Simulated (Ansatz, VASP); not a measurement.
Hg: VASP beside Ansatz

```
CELL_PARAMETERS angstrom
0.00000 3.33034 3.33034
3.33034 0.00000 3.33034
3.33034 3.33034 0.00000
ATOMIC_POSITIONS crystal
Hg 0.85250 0.88250 0.88250
Hg 0.14750 0.11750 0.11750
```

Change from the starting cell: shortest bond scaled by 0.94, LAPW.

Alike in both runs: task single point; functional PBE; k mesh 8 × 8 × 8; occupations fermi-dirac, width 0.05 eV; no spin polarisation.

|  | VASP | Ansatz |
| --- | --- | --- |
| version | VASP 6.6.1 | Ansatz 0.2.0 |
| potentials or method | VASP PAW PBE potentials, release 64 (Hg), cutoff 520 eV | all-electron LAPW, scalar-relativistic |

|  | VASP | Ansatz | Ansatz less VASP |
| --- | --- | --- | --- |
| pressure (GPa) | 2.5 | 2.3 | -0.22 |
| traceless stress, the component that is largest in VASP (GPa) | -1.67 | -1.58 | +0.092 |
| rms of the force components (eV/Å) | 0.418 | 0.395 | -0.0231 |

Atom by atom the forces differ by 0.023 eV/Å (rms over components). Ansatz ran all-electron here, and VASP with PAW potentials.

Spin-orbit coupling is off throughout.
